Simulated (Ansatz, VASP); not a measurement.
Se in VASP and in Ansatz

```
CELL_PARAMETERS angstrom
2.61240 0.00000 0.00000
-1.30620 2.26241 0.00000
0.00000 0.00000 3.92621
ATOMIC_POSITIONS crystal
Se 0.33333 0.66667 0.25000
Se 0.66667 0.33333 0.75000
```

Change from the starting cell: volume scaled by 0.52, LAPW.

Alike in both runs: task single point; functional PBE; k mesh 14 × 14 × 8; occupations fermi-dirac, width 0.08 eV; no spin polarisation.

|  | VASP | Ansatz |
| --- | --- | --- |
| version | VASP 6.6.1 | Ansatz 0.2.0 |
| potentials or method | VASP PAW PBE potentials, release 64 (Se), cutoff 520 eV | all-electron LAPW, scalar-relativistic |

```tsv
	VASP	Ansatz	Ansatz less VASP
pressure (GPa)	141.7	140.1	-1.57
traceless stress, the component that is largest in VASP (GPa)	0.45	0.15	-0.291
```

Both programs put the cell under a high pressure, so it lies far from rest at this level. Ansatz ran all-electron here, and VASP with PAW potentials.

Noted on VASP's run: the cell as given lies far from equilibrium.
